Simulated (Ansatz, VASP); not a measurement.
**WC in VASP and in Ansatz**

```
CELL_PARAMETERS angstrom
0.00000 2.19268 2.19268
2.19268 0.00000 2.19268
2.19268 2.19268 0.00000
ATOMIC_POSITIONS crystal
W 0.00000 0.00000 0.00000
C 0.50000 0.50000 0.50000
```

Alike in both runs: task relaxation of cell and atoms; functional PBEsol; k mesh 10 × 10 × 10; occupations fermi-dirac, width 0.05 eV; no spin polarisation; Hubbard terms W d U = 6.0 eV.

|  | VASP | Ansatz |
| --- | --- | --- |
| version | VASP 6.6.1 | Ansatz 0.2.0 |
| potentials or method | VASP PAW PBE potentials, release 64 (W_sv, C_h) | Ansatz PAW |
| plane-wave cutoff (eV) | 910 | 420 |
| valence electrons in the cell | 18 | 18 |

|  | VASP | Ansatz | Ansatz less VASP |
| --- | --- | --- | --- |
| gap on the k mesh at the Fermi level, each at its own relaxed structure (eV) | none | none | - |
| relaxed volume (Å³/atom) | 10.61 | 10.28 | -0.333 |
| relaxed cell length with the largest relative difference (Å) | 3.108 | 3.075 | -0.0328 |

VASP's potentials were made for PBE, not for PBEsol. The programs project onto different local orbitals, so the same U acts differently, and such runs can settle in different states. A gap of «none» marks a metal or a gap that the smearing closes.

Spin-orbit coupling is off throughout. Noted on VASP's run: the cutoff is short for stress, so the pressure is rough; too few bands were computed for a metal, which touches its energy and stress. Noted on Ansatz's run: the plane-wave basis is chosen anew once the cell has moved, so the energies of steps on either side of that aren't comparable.
